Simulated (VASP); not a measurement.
Input of a VASP 6.6.1 run:

The input INCAR:

```
SYSTEM = HfOs
PREC     = Accurate       ! precision mode
ENCUT    = 520            ! plane-wave cutoff, eV
EDIFF    = 1E-7           ! SCF threshold, eV
ISMEAR   = 1              ! smearing method
SIGMA    = 0.15           ! smearing width, eV
LREAL    = .FALSE.        ! projectors in reciprocal space
LASPH    = .TRUE.         ! aspherical terms in the spheres
NELM     = 100            ! most SCF steps
ALGO     = Normal         ! electronic algorithm
ISIF     = 2              ! what is computed and relaxed
LWAVE    = .FALSE.        ! write WAVECAR
LCHARG   = .TRUE.         ! write CHGCAR
GGA      = CA             ! functional
LELF     = .TRUE.         ! ELF
LVHAR    = .TRUE.       
NBANDS   = 16             ! bands
```

Contents of KPOINTS:

```
regular mesh
0
G
  9 9 9
  0 0 0
```

The input POSCAR:

```
HfOs
1.0
    3.3025259318      0.0000000000      0.0000000000
    0.0000000000      3.3025259318      0.0000000000
    0.0000000000      0.0000000000      3.3025259318
Hf Os
1 1
Direct
    0.0000000000      0.0000000000      0.0000000000
    0.5000000000      0.5000000000      0.5000000000
```

Potentials or basis: VASP PAW LDA potentials, release 64 (Hf_pv, Os).

Launch:

```sh
$ cat potpaw_LDA.64/Hf_pv/POTCAR potpaw_LDA.64/Os/POTCAR > POTCAR
$ mpirun -np 1 vasp_std > vasp.out
```

(1) Estimate the band gap on the k mesh.

(2) Predict the pressure.

Results:

(1) zero (band 9 reaches 6.35 eV, above the bottom of band 10 at 5.77 eV).

(2) -19.6 GPa.

Caveat: spin-orbit coupling is left out, which moves the levels of the heavy elements.
